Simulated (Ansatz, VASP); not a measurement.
**One calculation of Ge, two programs**

```xyz
2
Lattice="0.0000 2.9167 2.9167 2.9167 0.0000 2.9167 2.9167 2.9167 0.0000" Properties=species:S:1:pos:R:3 pbc="T T T"
Ge    2.9167    2.9167    2.9167
Ge    4.3750    4.3750    4.3750
```

Alike in both runs: task single point; functional PBEsol; k mesh 9 × 9 × 9; occupations fermi-dirac, width 0.05 eV; no spin polarisation.

|  | VASP | Ansatz |
| --- | --- | --- |
| version | VASP 6.6.1 | Ansatz 0.2.0 |
| potentials or method | VASP PAW PBE potentials, release 64 (Ge_d), cutoff 520 eV | plane waves (420 eV) with PAW, scalar-relativistic |
| valence electrons in the cell | 28 | 28 |

Ansatz gave:

- pressure (GPa): -4.5

Q: What did VASP give for the same quantities?

A: Pressure (GPa): -4.6.

VASP's potentials were made for PBE, not for PBEsol, and Ansatz warns of the same on its side. The functional is the same, so the differences come from potentials, cutoffs and numerics.
